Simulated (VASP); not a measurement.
# Al9O in VASP: further runs, part 2 of 2

VASP 6.6.1. The steps go on from the part before.

## (4) Single point, PBE

Contents of INCAR:

```
ALGO = Normal
DIPOL = 0.5 0.5 0.330
EDIFF = 1E-6
ENCUT = 520
GGA = PE
GGA_COMPAT = False
IDIPOL = 3
ISIF = 2
ISMEAR = 0
LASPH = True
LCHARG = True
LDIPOL = True
LELF = True
LREAL = False
LVACPOTAV = True
LVHAR = True
LWAVE = False
NBANDS = 28
NELM = 120
NELMDL = -8
PREC = Accurate
SIGMA = 0.1
```

Contents of KPOINTS:

```
k-points
0
Gamma
  9 3 1
```

Contents of POSCAR:

```
Al9O
1.0
    2.8535431553      0.0000000000      0.0000000000
   -1.4267715776      9.7014842380      0.0000000000
    0.0000000000      0.0000000000     20.2903703519
Al O
9 1
Direct
    0.5324432082      0.0648864163      0.1971378506
    0.6709612116      0.3419224231      0.2462112388
    0.2986648122      0.5973296244      0.2560259164
    0.9263684129      0.8527368258      0.2658405940
    0.0639544186      0.1277109169      0.3154271774
    0.1995835202      0.4042231294      0.3707799915
    0.8288001075      0.6596656514      0.3785021758
    0.4526153831      0.9110819252      0.3874246337
    0.5924854486      0.1814072004      0.4332286794
    1.0924854486      0.9314072004      0.4500433458
```

Potentials or basis: VASP PAW PBE potentials, release 64 (Al, O).

The run is started by

```console
$ cat potpaw_PBE.64/Al/POTCAR potpaw_PBE.64/O/POTCAR > POTCAR
$ mpirun -np 1 vasp_std > vasp.out
```

OUTCAR:

```text
EDIFF = 1E-6
   ENCUT = 520
   GGA = PE
   ISIF = 2
   ISMEAR = 0
   LASPH = True
   LREAL = False
   NELM = 120
   NELMDL = -8
   PREC = Accurate

 ion  position               nearest neighbor table
   1  0.532  0.065  0.197-   5 2.86   5 2.86   4 2.87   4 2.87   2 2.87
   2  0.671  0.342  0.246-   3 2.87   3 2.87   1 2.87   5 2.89   5 2.89   6 2.96   6 2.97
   3  0.299  0.597  0.256-   2 2.87   2 2.87   4 2.87   4 2.87   7 2.93   7 2.93   6 2.99
   4  0.926  0.853  0.266-   5 2.85   1 2.87   1 2.87   3 2.87   3 2.87   8 2.90   8 2.91   7 2.96

   5  0.064  0.128  0.315-   9 2.83   9 2.83   4 2.85   1 2.86   1 2.86   2 2.89   2 2.89   6 2.91
                             8 2.93   8 2.93
   6  0.200  0.404  0.371-   7 2.86   7 2.87   9 2.88   9 2.89   5 2.91   2 2.96   2 2.97   3 2.99

   7  0.829  0.660  0.379-   8 2.83   8 2.83   6 2.86   6 2.87   3 2.93   3 2.93   4 2.96
   8  0.453  0.911  0.387-  10 1.66  10 2.21   9 2.78   7 2.83   7 2.83   4 2.90   4 2.91   5 2.93
                             5 2.93
   9  0.592  0.181  0.433-   8 2.78   5 2.83   5 2.83   6 2.88   6 2.89
  10  0.092  0.931  0.450-   8 1.66   8 2.21

  LATTYP: Found a base centered orthorhombic cell.
 ALAT       =     2.8535431553
 B/A-ratio  =     6.7996057603
 C/A-ratio  =     7.1105882223

  Lattice vectors:

 A1 = (   1.4267715776,  -9.7014842380,   0.0000000000)
 A2 = (   1.4267715777,   9.7014842380,   0.0000000000)
 A3 = (   0.0000000000,   0.0000000000,  20.2903703519)

Analysis of symmetry for initial positions (statically):
=====================================================================
 Subroutine PRICEL returns:
 Original cell was already a primitive cell.

 Routine SETGRP: Setting up the symmetry group for a
 base centered orthorhombic supercell.

 Subroutine GETGRP returns: Found  1 space group operations
 (whereof  1 operations were pure point group operations)
 out of a pool of  8 trial point group operations.

The static configuration has the point symmetry C_1 .

Analysis of symmetry for dynamics (positions and initial velocities):
=====================================================================
 Subroutine PRICEL returns:
 Original cell was already a primitive cell.

 Routine SETGRP: Setting up the symmetry group for a
 base centered orthorhombic supercell.

 Subroutine GETGRP returns: Found  1 space group operations
 (whereof  1 operations were pure point group operations)
 out of a pool of  8 trial point group operations.

The dynamic configuration has the point symmetry C_1 .

 Subroutine INISYM returns: Found  1 space group operations
 (whereof  1 operations are pure point group operations),
 and found     1 'primitive' translations

----------------------------------------------------------------------------------------

                                     Primitive cell

  volume of cell :     561.7106

  direct lattice vectors                    reciprocal lattice vectors
     2.853543155  0.000000000  0.000000000     0.350441520  0.051538506  0.000000000
    -1.426771578  9.701484238  0.000000000     0.000000000  0.103077011  0.000000000
     0.000000000  0.000000000 20.290370352     0.000000000  0.000000000  0.049284463

  length of vectors
     2.853543155  9.805838748 20.290370352     0.354211062  0.103077011  0.049284463

[... 93 lines left out ...]
   dimension x,y,z NGXF=    48 NGYF=  160 NGZF=  320
   ions per type =               9   1
   NGX,Y,Z   is equivalent  to a cutoff of  13.98, 13.56, 13.11 a.u.
   NGXF,Y,Z  is equivalent  to a cutoff of  27.96, 27.13, 26.22 a.u.
 SYSTEM =  unknown system
   PREC   = accura    normal or accurate (medium, high low for compatibility)
   ISTART =      0    job   : 0-new  1-cont  2-samecut
   ICHARG =      2    charge: 1-file 2-atom 10-const
   ISPIN  =      1    spin polarized calculation?
   LNONCOLLINEAR =      F non collinear calculations
   LSORBIT =      F    spin-orbit coupling
   LASPH  =      T    aspherical Exc in radial PAW
   ENCUT  =  520.0 eV  38.22 Ry    6.18 a.u.   5.31 18.23 37.73*2*pi/ulx,y,z
   NELM   =    120;   NELMIN=  2; NELMDL= -8     # of ELM steps
   EDIFF  = 0.1E-05   stopping-criterion for ELM
   LREAL  =      F    real-space projection
   EDIFFG = 0.1E-04   stopping-criterion for IOM
   NSW    =      0    number of steps for IOM
   IBRION =     -1    ionic relax: 0-MD 1-quasi-New 2-CG
   NFREE  =      0    steps in history (QN), initial steepest desc. (CG)
   ISIF   =      2    stress and relaxation
   ISYM   =      2    0-nonsym 1-usesym 2-fastsym
   POTIM  = 0.5000    time-step for ionic-motion
   TEBEG  =    0.0;   TEEND  =   0.0 temperature during run
   PSTRESS=    0.0 pullay stress
   NELECT =      33.0000    total number of electrons
   NUPDOWN=      -1.0000    fix difference up-down
   EMIN   =  10.00;   EMAX   =-10.00  energy-range for DOS
   EFERMI =   0.00;   METHOD = LEGACY
   ISMEAR =     0;   SIGMA  =   0.10  broadening in eV -4-tet -1-fermi 0-gaus
   EFERMI_NEDOS =   21; number of points for ismear=-14 and -15
   IALGO  =     38    algorithm
   IMIX   =      4    mixing-type and parameters
     AMIX     =   0.40;   BMIX     =  1.00
     AMIX_MAG =   1.60;   BMIX_MAG =  1.00
  volume/ion in A,a.u.               =      56.17       379.06
  Fermi-wavevector in a.u.,A,eV,Ry     =   0.636417  1.202654  5.510726  0.405027
  Thomas-Fermi vector in A             =   1.701081
   LORBIT       =      0    0 simple, 1 ext, 2 COOP (PROOUT), +10 PAW based schemes
   GGA     = PE    functional components
   LHFCALC =     F    Hartree Fock is set to
   AEXX    =    0.0000 exact exchange contribution
   IVDW    =     0    specifies the selected vdW correction
   LEPSILON=     F    determine dielectric tensor
   LRPA    =     F    only Hartree local field effects (RPA)
 non-spin polarized calculation
 Gauss-broadening in eV      SIGMA  =   0.10
  energy-cutoff  :      520.00
  volume of cell :      561.71
 maximum number of plane-waves:     15170
 NGX is ok and might be reduce to    24
   NGX = 11   NGY = 37   NGZ = 75

 dipolmoment           0.000000      0.000000     -0.013425 electrons x Angstroem

 number of electron      33.0000000 magnetization

 dipolmoment           0.000000      0.000000      0.120545 electrons x Angstroem

 Free energy of the ion-electron system (eV)
  ---------------------------------------------------
  ext. energy  EPLUGINS =         0.00000000
  ---------------------------------------------------
  free energy    TOTEN  =       -38.06806641 eV

  energy without entropy =      -38.05747557  energy(sigma->0) =      -38.06277099

 E-fermi :  -1.1307     XC(G=0):  -3.7798

 val. band max:       -1.2021562943   @ k =   0.4444   0.3333   0.0000
 cond. band min:      -1.0980929991   @ k =   0.3333   0.3333   0.0000
 fundamental gap:      0.1040632952
 Fermi energy:        -1.1307108612

 k-point     1 :       0.0000    0.0000    0.0000
  band No.  band energies     occupation
      1     -19.2059      2.00000
      2     -11.0717      2.00000
      3      -9.6671      2.00000
      4      -9.4569      2.00000
      5      -8.6253      2.00000
      6      -7.2140      2.00000
[... 423 lines left out ...]
     27       3.4465      0.00000
     28       3.6400      0.00000

------------------------ aborting loop because EDIFF is reached ----------------------------------------

  FORCE on cell =-STRESS in cart. coord.  units (eV):
  Direction    XX          YY          ZZ          XY          YZ          ZX
  --------------------------------------------------------------------------------------
  -------------------------------------------------------------------------------------
  Total       -7.1685690     -4.3735684      1.4129691     -0.1417245      0.7844663     -3.1013521
  in kB      -20.4470403    -12.4748090      4.0302376     -0.4042434      2.2375475     -8.8460431
  external PRESSURE =      -9.6305373 kB  Pullay stress =       0.0000000 kB

 VOLUME and BASIS-vectors are now :
 -----------------------------------------------------------------------------
  energy-cutoff  :      520.00
  volume of cell :      561.71
      direct lattice vectors                 reciprocal lattice vectors
     2.853543155  0.000000000  0.000000000     0.350441520  0.051538506  0.000000000
    -1.426771578  9.701484238  0.000000000     0.000000000  0.103077011  0.000000000
     0.000000000  0.000000000 20.290370352     0.000000000  0.000000000  0.049284463

 POSITION                                       TOTAL-FORCE (eV/Angst)
 -----------------------------------------------------------------------------------
      1.42677      0.62949      4.00000        -0.004487      0.104385     -0.095217
      1.42677      3.31715      4.99572         0.025515      0.135431     -0.060551
      0.00000      5.79498      5.19486        -0.020842     -0.157090     -0.038272
      1.42677      8.27281      5.39400        -0.034181     -0.179703     -0.088767
      0.00028      1.23899      6.40013        -0.060481      0.011009     -0.079535
     -0.00721      3.92156      7.52326         0.015465      0.351614     -0.041465
      1.42382      6.39974      7.67995         0.009958     -0.381598     -0.082630
     -0.00835      8.83885      7.86099         2.711062     -0.447184      0.042619
      1.43186      1.75992      8.79037        -0.263271     -0.186851      0.389638
     -1.06499      9.03603      9.13155        -2.378736      0.749987      0.054180
 -----------------------------------------------------------------------------------
    total drift:                               -0.000079     -0.000041      0.000080

  FREE ENERGIE OF THE ION-ELECTRON SYSTEM (eV)
  ---------------------------------------------------
  free  energy   TOTEN  =       -38.0680664130 eV

  energy  without entropy=      -38.0574755685  energy(sigma->0) =      -38.06277099

 vacuum level on the upper side and lower side of the slab         3.898         3.110
```

It took 4.6 min on 1 thread of Intel Xeon 6975P-C (Granite Rapids), shared host; peak memory 0.69 GiB.

What came out:

```
Free energy            : -38.0681 eV
Largest force          : 2.748 eV/Å
Band gap on the k mesh : zero (an odd number of electrons rules out a gap without spin polarisation)
```

Forces on the atoms (eV/Å):
```
Al  -0.004  0.104 -0.095
Al   0.026  0.135 -0.061
Al  -0.021 -0.157 -0.038
Al  -0.034 -0.180 -0.089
Al  -0.060  0.011 -0.080
Al   0.015  0.352 -0.041
Al   0.010 -0.382 -0.083
Al   2.711 -0.447  0.043
Al  -0.263 -0.187  0.390
O   -2.379  0.750  0.054
```

Levels at points of the mesh, in eV from the Fermi level:
```
           k point  band 13  band 14  band 15  band 16  band 17  band 18  band 19  band 20
(0.00, 0.00, 0.00)    -2.06    -1.88    -1.60    -1.20    -0.26     0.34     1.62     2.24
```

Caveat: an odd number of electrons without spin polarisation forces a metal; a magnetic or distorted state may lie lower.

## (5) Single point, PBE

Contents of INCAR:

```
SYSTEM = Al9O
PREC = Accurate
ENCUT = 520
EDIFF = 1E-6
ISMEAR = 0
SIGMA = 0.1
LREAL = .False.
LASPH = .True.
NELM = 120
ALGO = Normal
ISIF = 2
LWAVE = .False.
LCHARG = .True.
LDIPOL = .True.
IDIPOL = 3
DIPOL = 0.5 0.5 0.328
GGA = PE
LELF = .True.
LVHAR = .True.
LVACPOTAV = .True.
NBANDS = 28
GGA_COMPAT = .False.
NELMDL = -8
```

Contents of KPOINTS:

```
Automatic mesh
0
Gamma
  9 3 1
  0 0 0
```

POSCAR: that of step 4 with these lines changed.

```diff
@@ -17,2 +17,2 @@
     0.5924854486      0.1814072004      0.4332286794
-    1.0924854486      0.9314072004      0.4500433458
+    0.8424854486      0.4314072004      0.4334425743
```

Potentials or basis: VASP PAW PBE potentials, release 64 (Al, O).

The run is started by

```console
$ cat potpaw_PBE.64/Al/POTCAR potpaw_PBE.64/O/POTCAR > POTCAR
$ mpirun -np 1 vasp_std > vasp.out
```

OUTCAR:

```text
SYSTEM = Al9O
   PREC = Accurate
   ENCUT = 520
   EDIFF = 1E-6
   ISMEAR = 0
   LREAL = .False.
   LASPH = .True.
   NELM = 120
   ISIF = 2
   GGA = PE
   NELMDL = -8

 ion  position               nearest neighbor table
   1  0.532  0.065  0.197-   5 2.86   5 2.86   4 2.87   4 2.87   2 2.87
   2  0.671  0.342  0.246-   3 2.87   3 2.87   1 2.87   5 2.89   5 2.89   6 2.96   6 2.97
   3  0.299  0.597  0.256-   2 2.87   2 2.87   4 2.87   4 2.87   7 2.93   7 2.93   6 2.99
   4  0.926  0.853  0.266-   5 2.85   1 2.87   1 2.87   3 2.87   3 2.87   8 2.90   8 2.91   7 2.96

[... 677 lines left out ...]

 VOLUME and BASIS-vectors are now :
 -----------------------------------------------------------------------------
  energy-cutoff  :      520.00
  volume of cell :      561.71
      direct lattice vectors                 reciprocal lattice vectors
     2.853543155  0.000000000  0.000000000     0.350441520  0.051538506  0.000000000
    -1.426771578  9.701484238  0.000000000     0.000000000  0.103077011  0.000000000
     0.000000000  0.000000000 20.290370352     0.000000000  0.000000000  0.049284463

 POSITION                                       TOTAL-FORCE (eV/Angst)
 -----------------------------------------------------------------------------------
      1.42677      0.62949      4.00000        -0.018674      0.111698      0.049481
      1.42677      3.31715      4.99572        -0.048830      0.155625      0.001070
      0.00000      5.79498      5.19486         0.041401     -0.227549      0.167651
      1.42677      8.27281      5.39400        -0.015131     -0.199958     -0.066593
      0.00028      1.23899      6.40013         0.041604      0.245467      0.118676
     -0.00721      3.92156      7.52326         2.495801     -0.186275     -0.894332
      1.42382      6.39974      7.67995         0.172805      0.086751      0.203345
     -0.00835      8.83885      7.86099         0.003865     -0.230575      0.035364
      1.43186      1.75992      8.79037         0.181444      0.213786      0.331134
      1.78855      4.18529      8.79471        -2.854285      0.031032      0.054203
 -----------------------------------------------------------------------------------
    total drift:                                0.000013      0.000098      0.000517

  FREE ENERGIE OF THE ION-ELECTRON SYSTEM (eV)
  ---------------------------------------------------
  free  energy   TOTEN  =       -38.4085307463 eV

  energy  without entropy=      -38.3917225358  energy(sigma->0) =      -38.40012664

 vacuum level on the upper side and lower side of the slab         3.708         3.196
```

OSZICAR:

```text
N       E                     dE             d eps       ncg     rms          rms(c)
DAV:   1     0.158842567876E+03    0.15884E+03   -0.96049E+03   784   0.805E+02
DAV:   2    -0.125384966174E+02   -0.17138E+03   -0.15985E+03  1108   0.155E+02
DAV:   3    -0.406679845565E+02   -0.28129E+02   -0.27229E+02  1088   0.587E+01
[... 20 lines left out ...]
DAV:  24    -0.384085049537E+02   -0.41182E-04   -0.21891E-06   836   0.462E-03    0.104E-03
DAV:  25    -0.384085228151E+02   -0.17861E-04   -0.85067E-07   760   0.264E-03    0.376E-04
DAV:  26    -0.384085289095E+02   -0.60943E-05   -0.26478E-07   672   0.165E-03    0.218E-04
DAV:  27    -0.384085301851E+02   -0.12756E-05   -0.75457E-08   636   0.766E-04    0.219E-04
DAV:  28    -0.384085307463E+02   -0.56123E-06   -0.25872E-08   640   0.554E-04
   1 F= -.38408531E+02 E0= -.38400127E+02  d E =-.168082E-01
```

Run time: 4.4 min. Hardware: 1 thread of Intel Xeon 6975P-C (Granite Rapids), shared host; peak memory 0.67 GiB.

What came out:

```
Free energy            : -38.4085 eV
Largest force          : 2.855 eV/Å
Band gap on the k mesh : zero (an odd number of electrons rules out a gap without spin polarisation)
```

Forces in eV/Å, atoms in the order of the input:
```
Al  -0.019  0.112  0.049
Al  -0.049  0.156  0.001
Al   0.041 -0.228  0.168
Al  -0.015 -0.200 -0.067
Al   0.042  0.245  0.119
Al   2.496 -0.186 -0.894
Al   0.173  0.087  0.203
Al   0.004 -0.231  0.035
Al   0.181  0.214  0.331
O   -2.854  0.031  0.054
```

Levels at points of the mesh, in eV from the Fermi level:
```csv
k point,band 13,band 14,band 15,band 16,band 17,band 18,band 19,band 20,band 21,band 22
"(0.00, 0.00, 0.00)",-2.64,-2.02,-1.70,-1.38,-0.14,0.49,1.23,2.18,2.55,2.90
```

Caveat: an odd number of electrons without spin polarisation forces a metal; a magnetic or distorted state may lie lower.

## (6) Single point, PBE

Contents of INCAR:

```
ALGO = Normal
DIPOL = 0.5 0.5 0.330
EDIFF = 1E-6
ENCUT = 520
GGA = PE
GGA_COMPAT = F
IDIPOL = 3
ISIF = 2
ISMEAR = 0
LASPH = T
LCHARG = F
LDIPOL = T
LREAL = F
LWAVE = F
NBANDS = 28
NELM = 120
NELMDL = -8
PREC = Accurate
SIGMA = 0.1
```

Contents of KPOINTS:

```
k-points
0
Gamma
  9 3 1
```

POSCAR: that of step 5 with these lines changed.

```diff
@@ -17,2 +17,2 @@
     0.5924854486      0.1814072004      0.4332286794
-    0.8424854486      0.4314072004      0.4334425743
+    0.8424854486      0.9314072004      0.4489451213
```

Potentials or basis: VASP PAW PBE potentials, release 64 (Al, O).

The run is started by

```console
$ cat potpaw_PBE.64/Al/POTCAR potpaw_PBE.64/O/POTCAR > POTCAR
$ mpirun -np 1 vasp_std > vasp.out
```

Run time: 4.4 min. Hardware: 1 thread of Intel Xeon 6975P-C (Granite Rapids), shared host; peak memory 0.69 GiB.

It converged, with:

```yaml
Free_energy: -38.1465 eV
Largest_force: 2.837 eV/Å
Band_gap_on_the_k_mesh: zero (an odd number of electrons rules out a gap without spin polarisation)
```

Forces in eV/Å, atoms in the order of the input:
```
Al   0.018  0.113 -0.097
Al  -0.035  0.129 -0.057
Al  -0.018 -0.166 -0.021
Al   0.070 -0.161 -0.074
Al   0.089  0.007 -0.096
Al  -0.003  0.338 -0.059
Al  -0.002 -0.389 -0.098
Al  -2.802 -0.438  0.073
Al   0.240 -0.137  0.377
O    2.443  0.706  0.053
```

Levels at points of the mesh, in eV from the Fermi level:
```csv
k point,band 12,band 13,band 14,band 15,band 16,band 17,band 18,band 19,band 20,band 21
"(0.00, 0.00, 0.00)",-2.80,-2.17,-1.92,-1.61,-1.20,-0.26,0.33,1.61,2.23,2.44
```

Caveat: an odd number of electrons without spin polarisation forces a metal; a magnetic or distorted state may lie lower.

## (7) The runs side by side

```tsv
cell	gap on the mesh (eV)	largest force (eV/Å)
as given, atomic positions A	none	1.32
as given, atomic positions B	none	2.16
as given, atomic positions C	none	2.75
as given, atomic positions D	none	2.85
as given, atomic positions E	none	2.84
```

Alike in all rows: task single point; level PBE; potentials or basis VASP PAW PBE potentials, release 64 (Al, O); no spin polarisation; k mesh 9 × 3 × 1; cutoff (eV) 520; smearing gaussian 0.1 eV.

Caveats: an odd number of electrons without spin polarisation forces a metal; a magnetic or distorted state may lie lower.

Total energies depend on the potentials used, so only differences within one code and one set of settings carry meaning.
